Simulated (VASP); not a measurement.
Wanted: the native input for a VASP 6.6.1 run.

| Property | Result |
| --- | --- |
| Task | single point |
| Functional | PBE |
| Potentials or basis | VASP PAW PBE potentials, release 64 (Y_sv, Mg, C, N) |
| Cutoff | 520 eV |
| k mesh | 4 × 4 × 4 |
| Occupations | gaussian, width 0.1 eV |
| Spin | collinear spin, ferromagnetic start |
| Starting moments | [0.0, 0.0, 1.0, 1.0, 1.0, 1.0, 1.0, 1.0, 1.0, 1.0] μB |
| Dipole correction | no |
| Further INCAR settings | ALGO = Normal; EDIFF = 1e-06; NBANDS = 40 |

The structure of YMgC4N4 lies in POSCAR:

```
YMgC4N4
1.0
    6.4866593896      0.0000000000      0.0000000000
    0.0000000000      6.4866593896      0.0000000000
    0.0000000000      0.0000000000      6.4866593896
Y Mg C N
1 1 4 4
Direct
    0.5000000000      0.5000000000      0.5000000000
    0.0000000000      0.0000000000      0.0000000000
    0.1933663601      0.1933663601      0.1933663601
    0.1933663601      0.8066336399      0.8066336399
    0.8066336399      0.1933663601      0.8066336399
    0.8066336399      0.8066336399      0.1933663601
    0.2982036947      0.2982036947      0.2982036947
    0.2982036947      0.7017963053      0.7017963053
    0.7017963053      0.2982036947      0.7017963053
    0.7017963053      0.7017963053      0.2982036947
```

These files were run (other wordings do the same):

INCAR

```
ALGO = Normal
EDIFF = 1E-6
ENCUT = 520
GGA = PE
ISIF = 2
ISMEAR = 0
ISPIN = 2
LASPH = T
LCHARG = F
LMAXMIX = 4
LORBIT = 11
LREAL = F
LWAVE = F
MAGMOM = 0 0 1 1 1 1 1 1 1 1
NBANDS = 40
NELM = 150
PREC = Accurate
SIGMA = 0.1
```

KPOINTS

```
k-points
0
Gamma
  4 4 4
```

Potentials or basis: VASP PAW PBE potentials, release 64 (Y_sv, Mg, C, N).

The run is started by

```bash
$ cat potpaw_PBE.64/Y_sv/POTCAR potpaw_PBE.64/Mg/POTCAR potpaw_PBE.64/C/POTCAR potpaw_PBE.64/N/POTCAR > POTCAR
$ mpirun -np 1 vasp_std > vasp.out
```

Results of the run:

The pressure is 0.3 GPa. The largest force is 0.309 eV/Å. The band gap on the k mesh is zero (filled and empty bands overlap), the net moment is 0.99 μB per cell and the site moments are Y +0.35; Mg +0.00; C +0.05; N -0.01 μB. The valence electrons inside the program's atomic spheres are Y 9.65; Mg 0.37; C 2.56; N 3.90.

Wall time 3.1 min on 1 thread of AMD EPYC 7R13 Processor (Zen 3) (shared host), peak memory 0.49 GiB.
